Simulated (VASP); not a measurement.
# Cu (Fm-3m) in VASP: notebook

Runs on Cu. Level: LDA. Tasks: single point, relaxation of cell and atoms.

Everything below comes from runs of VASP 6.6.1. Logs are shortened: lines on timing, memory, paths and dates and some standing lists are left out, and cuts for length are marked.

## (1) The cell of the first run

Symmetry: Fm-3m, No. 225, cubic system. The conventional cell has a = 3.577 Å, b = 3.577 Å, c = 3.577 Å, α = 90.00°, β = 90.00°, γ = 90.00°. Cu (site symmetry m-3m) has 12 Cu at 2.53 Å within 3.3 Å.

## (2) Single point, LDA

File INCAR:

```
SYSTEM = Cu
  PREC = Accurate
  ENCUT = 520
  EDIFF = 1E-7
  ISMEAR = 0
  SIGMA = 0.1
  LREAL = .False.
  LASPH = .True.
  NELM = 60
  ALGO = Normal
  ISIF = 2
  LWAVE = .False.
  LCHARG = .True.
  LELF = .True.
  LVHAR = .True.
  NBANDS = 12
```

File KPOINTS:

```
Automatic mesh
0
Gamma
  8 8 8
  0 0 0
```

File POSCAR:

```
Cu
1.0
    0.0000000000      1.7887153400      1.7887153400
    1.7887153400      0.0000000000      1.7887153400
    1.7887153400      1.7887153400      0.0000000000
Cu
1
Direct
    0.0000000000      0.0000000000      0.0000000000
```

Potentials or basis: VASP PAW LDA potentials, release 64 (Cu).

On the command line:

```sh
$ cat potpaw_LDA.64/Cu/POTCAR > POTCAR
$ mpirun -np 1 vasp_std > vasp.out
```

OUTCAR:

```text
SYSTEM = Cu
   PREC = Accurate
   ENCUT = 520
   EDIFF = 1E-7
   ISMEAR = 0
   LREAL = .False.
   LASPH = .True.
   NELM = 60
   ISIF = 2

 ion  position               nearest neighbor table
   1  0.000  0.000  0.000-

  LATTYP: Found a face centered cubic cell.
 ALAT       =     3.5774306800

  Lattice vectors:

 A1 = (   0.0000000000,   1.7887153400,   1.7887153400)
 A2 = (   1.7887153400,   0.0000000000,   1.7887153400)
 A3 = (   1.7887153400,   1.7887153400,   0.0000000000)

Analysis of symmetry for initial positions (statically):
=====================================================================
 Subroutine PRICEL returns:
 Original cell was already a primitive cell.

 Routine SETGRP: Setting up the symmetry group for a
 face centered cubic supercell.

 Subroutine GETGRP returns: Found 48 space group operations
 (whereof 48 operations were pure point group operations)
 out of a pool of 48 trial point group operations.

The static configuration has the point symmetry O_h .

Analysis of symmetry for dynamics (positions and initial velocities):
=====================================================================
 Subroutine PRICEL returns:
 Original cell was already a primitive cell.

 Routine SETGRP: Setting up the symmetry group for a
 face centered cubic supercell.

 Subroutine GETGRP returns: Found 48 space group operations
 (whereof 48 operations were pure point group operations)
 out of a pool of 48 trial point group operations.

The dynamic configuration has the point symmetry O_h .

 Subroutine INISYM returns: Found 48 space group operations
 (whereof 48 operations are pure point group operations),
 and found     1 'primitive' translations

----------------------------------------------------------------------------------------

                                     Primitive cell

  volume of cell :      11.4460

  direct lattice vectors                    reciprocal lattice vectors
     0.000000000  1.788715340  1.788715340    -0.279530224  0.279530224  0.279530224
     1.788715340  0.000000000  1.788715340     0.279530224 -0.279530224  0.279530224
     1.788715340  1.788715340  0.000000000     0.279530224  0.279530224 -0.279530224

  length of vectors
     2.529625493  2.529625493  2.529625493     0.484160551  0.484160551  0.484160551

  position of ions in fractional coordinates (direct lattice)
     0.000000000  0.000000000  0.000000000

  ion indices of the primitive-cell ions
   primitive index   ion index
                 1           1

----------------------------------------------------------------------------------------

 KPOINTS: Automatic mesh

Automatic generation of k-mesh.
 Grid dimensions read from file:
 generate k-points for:    8    8    8

 Generating k-lattice:

  Cartesian coordinates                     Fractional coordinates (reciprocal lattice)
    -0.034941278  0.034941278  0.034941278     0.125000000  0.000000000  0.000000000
     0.034941278 -0.034941278  0.034941278     0.000000000  0.125000000  0.000000000
     0.034941278  0.034941278 -0.034941278     0.000000000  0.000000000  0.125000000

  Length of vectors
     0.060520069  0.060520069  0.060520069

  Shift w.r.t. Gamma in fractional coordinates (k-lattice)
     0.000000000  0.000000000  0.000000000

 Subroutine IBZKPT returns following result:
 ===========================================

 Found     29 irreducible k-points:

 Following reciprocal coordinates:
            Coordinates               Weight
  0.000000  0.000000  0.000000      1.000000
  0.125000  0.000000  0.000000      8.000000
  0.250000  0.000000  0.000000      8.000000
  0.375000  0.000000  0.000000      8.000000
  0.500000  0.000000  0.000000      4.000000
  0.125000  0.125000  0.000000      6.000000
[... 16 lines left out ...]
  0.500000  0.250000  0.125000     48.000000
 -0.375000  0.250000  0.125000     24.000000
 [... further k-points ...]
   k-points           NKPTS =     29   k-points in BZ     NKDIM =     29   number of bands    NBANDS=     12
   number of dos      NEDOS =    301   number of ions     NIONS =      1
   total plane-waves  NPLWV =   8000
   dimension x,y,z NGX =    20 NGY =   20 NGZ =   20
   dimension x,y,z NGXF=    40 NGYF=   40 NGZF=   40
   ions per type =               1
   NGX,Y,Z   is equivalent  to a cutoff of  13.14, 13.14, 13.14 a.u.
   NGXF,Y,Z  is equivalent  to a cutoff of  26.29, 26.29, 26.29 a.u.
 SYSTEM =  Cu
   PREC   = accura    normal or accurate (medium, high low for compatibility)
   ISTART =      0    job   : 0-new  1-cont  2-samecut
   ICHARG =      2    charge: 1-file 2-atom 10-const
   ISPIN  =      1    spin polarized calculation?
   LNONCOLLINEAR =      F non collinear calculations
   LSORBIT =      F    spin-orbit coupling
   LASPH  =      T    aspherical Exc in radial PAW
   ENCUT  =  520.0 eV  38.22 Ry    6.18 a.u.   4.70  4.70  4.70*2*pi/ulx,y,z
   NELM   =     60;   NELMIN=  2; NELMDL= -5     # of ELM steps
   EDIFF  = 0.1E-06   stopping-criterion for ELM
   LREAL  =      F    real-space projection
   EDIFFG = 0.1E-05   stopping-criterion for IOM
   NSW    =      0    number of steps for IOM
   IBRION =     -1    ionic relax: 0-MD 1-quasi-New 2-CG
   NFREE  =      0    steps in history (QN), initial steepest desc. (CG)
   ISIF   =      2    stress and relaxation
   ISYM   =      2    0-nonsym 1-usesym 2-fastsym
   POTIM  = 0.5000    time-step for ionic-motion
   TEBEG  =    0.0;   TEEND  =   0.0 temperature during run
   PSTRESS=    0.0 pullay stress
   NELECT =      11.0000    total number of electrons
   NUPDOWN=      -1.0000    fix difference up-down
   EMIN   =  10.00;   EMAX   =-10.00  energy-range for DOS
   EFERMI =   0.00;   METHOD = LEGACY
   ISMEAR =     0;   SIGMA  =   0.10  broadening in eV -4-tet -1-fermi 0-gaus
   EFERMI_NEDOS =   21; number of points for ismear=-14 and -15
   IALGO  =     38    algorithm
   IMIX   =      4    mixing-type and parameters
     AMIX     =   0.40;   BMIX     =  1.00
     AMIX_MAG =   1.60;   BMIX_MAG =  1.00
  volume/ion in A,a.u.               =      11.45        77.24
  Fermi-wavevector in a.u.,A,eV,Ry     =   1.615553  3.052952 35.511354  2.610011
  Thomas-Fermi vector in A             =   2.710282
   LORBIT       =      0    0 simple, 1 ext, 2 COOP (PROOUT), +10 PAW based schemes
   GGA     = CA    functional components
   LHFCALC =     F    Hartree Fock is set to
   AEXX    =    0.0000 exact exchange contribution
   IVDW    =     0    specifies the selected vdW correction
   LEPSILON=     F    determine dielectric tensor
   LRPA    =     F    only Hartree local field effects (RPA)
 non-spin polarized calculation
 Gauss-broadening in eV      SIGMA  =   0.10
  energy-cutoff  :      520.00
  volume of cell :       11.45
 maximum number of plane-waves:       331
   NGX =  9   NGY =  9   NGZ =  9

 number of electron      11.0000012 magnetization

 Free energy of the ion-electron system (eV)
  ---------------------------------------------------
  ext. energy  EPLUGINS =         0.00000000
  ---------------------------------------------------
  free energy    TOTEN  =        -4.66339731 eV

  energy without entropy =       -4.66026009  energy(sigma->0) =       -4.66182870

 E-fermi :   7.6689     XC(G=0): -13.2855

 val. band max:        7.5948483231   @ k =   0.5000   0.2500   0.1250
 cond. band min:       7.8581567521   @ k =   0.5000   0.1250   0.0000
 fundamental gap:      0.2633084290
 Fermi energy:         7.6688736826

 k-point     1 :       0.0000    0.0000    0.0000
  band No.  band energies     occupation
      1      -1.8512      2.00000
      2       4.5792      2.00000
      3       4.5792      2.00000
      4       4.5792      2.00000
      5       5.4594      2.00000
      6       5.4594      2.00000
      7      30.6694      0.00000
      8      33.3825      0.00000
      9      33.3825      0.00000
     10      33.3825      0.00000
     11      35.9465      0.00000
     12      35.9465      0.00000

 k-point     2 :       0.1250    0.0000    0.0000
  band No.  band energies     occupation
      1      -1.2756      2.00000
      2       4.4638      2.00000
      3       4.6780      2.00000
      4       4.6780      2.00000
      5       5.4284      2.00000
      6       5.4284      2.00000
      7      26.8841      0.00000
      8      31.3366      0.00000
      9      32.1804      0.00000
     10      32.1804      0.00000
     11      37.8454      0.00000
     12      37.8481      0.00000

 k-point     3 :       0.2500    0.0000    0.0000
  band No.  band energies     occupation
      1       0.3108      2.00000
      2       4.3161      2.00000
      3       4.7467      2.00000
      4       4.7467      2.00000
      5       5.5439      2.00000
      6       5.5439      2.00000
      7      20.4362      0.00000
      8      30.5946      0.00000
      9      30.9476      0.00000
     10      30.9476      0.00000
     11      36.7008      0.00000
     12      36.7008      0.00000

 k-point     4 :       0.3750    0.0000    0.0000
  band No.  band energies     occupation
      1       2.0162      2.00000
      2       4.6223      2.00000
      3       4.6223      2.00000
      4       5.0282      2.00000
      5       5.8844      2.00000
      6       5.8844      2.00000
      7      14.7981      0.00000
      8      29.6035      0.00000
      9      30.3085      0.00000
     10      30.3085      0.00000
     11      34.2119      0.00000
     12      34.2119      0.00000

 k-point     5 :       0.5000    0.0000    0.0000
  band No.  band energies     occupation
      1       2.4472      2.00000
      2       4.5499      2.00000
      3       4.5499      2.00000
      4       6.0566      2.00000
      5       6.0566      2.00000
      6       6.6673      2.00000
      7      11.6265      0.00000
      8      29.1708      0.00000
      9      30.1418      0.00000
     10      30.1418      0.00000
     11      33.2750      0.00000
     12      33.2750      0.00000
[... 228 lines left out ...]
      1       2.6523      2.00000
      2       3.1148      2.00000
      3       6.0431      2.00000
      4       6.2041      2.00000
      5       6.2041      2.00000
      6       9.2024      0.00000
      7      15.0743      0.00000
      8      20.9843      0.00000
      9      20.9843      0.00000
     10      25.7064      0.00000
     11      28.5194      0.00000
     12      50.3098      0.00000

 k-point    22 :       0.3750    0.2500    0.1250
  band No.  band energies     occupation
      1       1.5613      2.00000
      2       3.9090      2.00000
      3       4.5772      2.00000
      4       5.2868      2.00000
      5       5.3392      2.00000
      6       6.1822      2.00000
      7      21.3046      0.00000
      8      21.9937      0.00000
      9      27.3548      0.00000
     10      31.9310      0.00000
     11      33.9603      0.00000
     12      38.6280      0.00000

 k-point    23 :       0.5000    0.2500    0.1250
  band No.  band energies     occupation
      1       2.9415      2.00000
      2       3.9746      2.00000
      3       4.2960      2.00000
      4       5.1643      2.00000
      5       5.8102      2.00000
      6       7.5948      1.70484
      7      15.9100      0.00000
      8      21.4543      0.00000
      9      24.4224      0.00000
     10      32.0213      0.00000
     11      35.6300      0.00000
     12      39.5047      0.00000

 k-point    24 :      -0.3750    0.2500    0.1250
  band No.  band energies     occupation
      1       3.2396      2.00000
      2       3.9701      2.00000
      3       4.5148      2.00000
      4       5.0569      2.00000
      5       5.9962      2.00000
      6       9.8848      0.00000
      7      12.1163      0.00000
      8      22.1927      0.00000
      9      22.5817      0.00000
     10      31.7088      0.00000
     11      35.5306      0.00000
     12      43.0383      0.00000

 [... further k-points ...]

------------------------ aborting loop because EDIFF is reached ----------------------------------------

  FORCE on cell =-STRESS in cart. coord.  units (eV):
  Direction    XX          YY          ZZ          XY          YZ          ZX
  --------------------------------------------------------------------------------------
  -------------------------------------------------------------------------------------
  Total       -0.4713784     -0.4713784     -0.4713784     -0.0000000     -0.0000000     -0.0000000
  in kB      -65.9821631    -65.9821631    -65.9821631     -0.0000000     -0.0000000     -0.0000000
  external PRESSURE =     -65.9821631 kB  Pullay stress =       0.0000000 kB

 VOLUME and BASIS-vectors are now :
 -----------------------------------------------------------------------------
  energy-cutoff  :      520.00
  volume of cell :       11.45
      direct lattice vectors                 reciprocal lattice vectors
     0.000000000  1.788715340  1.788715340    -0.279530224  0.279530224  0.279530224
     1.788715340  0.000000000  1.788715340     0.279530224 -0.279530224  0.279530224
     1.788715340  1.788715340  0.000000000     0.279530224  0.279530224 -0.279530224

 POSITION                                       TOTAL-FORCE (eV/Angst)
 -----------------------------------------------------------------------------------
      0.00000      0.00000      0.00000        -0.000000      0.000000      0.000000
 -----------------------------------------------------------------------------------
    total drift:                                0.000000     -0.000000      0.000000

  FREE ENERGIE OF THE ION-ELECTRON SYSTEM (eV)
  ---------------------------------------------------
  free  energy   TOTEN  =        -4.6633973142 eV

  energy  without entropy=       -4.6602600861  energy(sigma->0) =       -4.66182870
```

It took 6.4 s on 1 thread of Intel Xeon Platinum 8259CL at 2.50GHz (Skylake/Cascade Lake), shared host; peak memory 0.11 GiB.

Results:

```yaml
Free_energy: -4.6634 eV
Pressure: -6.6 GPa
```

Levels at points of the mesh, in eV from the Fermi level:
```tsv
k point	band 2	band 3	band 4	band 5	band 6	band 7	band 8	band 9	band 10	band 11
(0.00, 0.00, 0.00)	-3.09	-3.09	-3.09	-2.21	-2.21	23.00	25.71	25.71	25.71	28.28
(0.50, 0.00, 0.00)	-3.12	-3.12	-1.61	-1.61	-1.00	3.96	21.50	22.47	22.47	25.61
(0.50, 0.50, 0.00)	-4.55	-1.63	-1.46	-1.46	1.53	7.41	13.32	13.32	18.04	20.85
```

Caveat: the k points lie up to 0.38 Å⁻¹ apart.

(Continued in part 2 of 2.)
